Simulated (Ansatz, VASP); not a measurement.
**One calculation of SrCl2, two programs**

INCAR

```
SYSTEM = SrCl2
ALGO     = Normal         ! electronic algorithm
EDIFF    = 1E-7           ! SCF threshold, eV
ENCUT    = 520            ! plane-wave cutoff, eV
GGA      = PE             ! functional
ISIF     = 2              ! what is computed and relaxed
ISMEAR   = 0              ! smearing method
LASPH    = .True.         ! aspherical terms in the spheres
LCHARG   = .False.        ! write CHGCAR
LREAL    = .False.        ! projectors in reciprocal space
LWAVE    = .False.        ! write WAVECAR
NBANDS   = 19             ! bands
NELM     = 60             ! most SCF steps
PREC     = Accurate       ! precision mode
SIGMA    = 0.05           ! smearing width, eV
```

KPOINTS

```
k-points
0
Gamma
  6 6 6
  0 0 0
```

File POSCAR:

```
SrCl2
1.0
    0.0000000000      3.6691009325      3.4966531886
    3.6691009325      0.0000000000      3.4966531886
    3.6691009325      3.6691009325      0.0000000000
Sr Cl
1 2
Direct
    0.0000000000      0.0000000000      0.0000000000
    0.2500000000      0.2500000000      0.2500000000
    0.7500000000      0.7500000000      0.7500000000
```

Input for Ansatz:

```yaml
crystal:
  lattice:
    - [0.0, 3.6691009325, 3.4966531886]
    - [3.6691009325, 0.0, 3.4966531886]
    - [3.6691009325, 3.6691009325, 0.0]
  atoms:
    - { symbol: Sr, position: [0.0, 0.0, 0.0] }
    - { symbol: Cl, position: [0.25, 0.25, 0.25] }
    - { symbol: Cl, position: [0.75, 0.75, 0.75] }
basis:
  ecutwfc: 420
kpoints:
  mp_grid: { grid: [6, 6, 6] }
hamiltonian:
  xc: pbe
scf:
  occupations: { method: gaussian, width: 0.05 }
output:
  forces: true
  stress: true
  eigenvalues: true
```

Alike in both runs: task single point; functional PBE; k mesh 6 × 6 × 6; occupations gaussian, width 0.05 eV; no spin polarisation.

|  | VASP | Ansatz |
| --- | --- | --- |
| version | VASP 6.6.1 | Ansatz 0.2.0 |
| potentials or method | VASP PAW PBE potentials, release 64 (Sr_sv, Cl), cutoff 520 eV | scalar-relativistic, plane waves, PAW |
| valence electrons in the cell | 24 | 24 |

|  | VASP | Ansatz | Ansatz less VASP |
| --- | --- | --- | --- |
| gap on the k mesh at the Fermi level (eV) | 4.72 | 4.72 | +0.002 |
| least direct gap on the mesh (eV) | 4.97 | 4.97 | 0.000 |
| pressure (GPa) | -2.1 | -2.1 | -0.04 |
| traceless stress, the component that is largest in VASP (GPa) | 1.44 | 1.45 | +0.007 |

The functional is the same, so the differences come from potentials, cutoffs and numerics.
